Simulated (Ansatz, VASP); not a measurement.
One calculation of Zn4HO4, two programs

```
Zn O H
1.0
     5.51481    0.00000    0.00000
     0.00000    5.51481    0.00000
     0.00000    0.00000    3.24301
Zn O H
4 4 1
Direct
  0.18207 0.18207 0.50000
  0.81793 0.81793 0.50000
  0.68207 0.31793 0.00000
  0.31793 0.68207 0.00000
  0.81800 0.18200 0.50000
  0.18200 0.81800 0.50000
  0.68200 0.68200 0.00000
  0.31800 0.31800 0.00000
  0.00004 0.68200 0.00000
```

Alike in both runs: task single point; functional PBEsol; k mesh 4 × 4 × 8; occupations gaussian, width 0.05 eV; no spin polarisation.

|  | VASP | Ansatz |
| --- | --- | --- |
| version | VASP 6.6.1 | Ansatz 0.2.0 |
| potentials or method | VASP PAW PBE potentials, release 64 (Zn, O, H), cutoff 520 eV | scalar-relativistic, plane waves, PAW |
| valence electrons in the cell | 73 | 73 |

VASP gave:

| Item | Value |
| --- | --- |
| gap on the k mesh at the Fermi level (eV) | none |
| pressure (GPa) | 5.6 |
| traceless stress, the component that is largest in VASP (GPa) | 2.50 |
| rms of the force components (eV/Å) | 0.275 |

**Question.** Estimate Ansatz's values.

**Answer.** gap on the k mesh at the Fermi level (eV): none; pressure (GPa): 4.8; traceless stress, the component that is largest in VASP (GPa): 2.39; rms of the force components (eV/Å): 0.272.

VASP's potentials were made for PBE, not for PBEsol, and Ansatz warns of the same on its side. Atom by atom the forces differ by 0.005 eV/Å (rms over components). A gap of «none» marks a metal or a gap that the smearing closes.
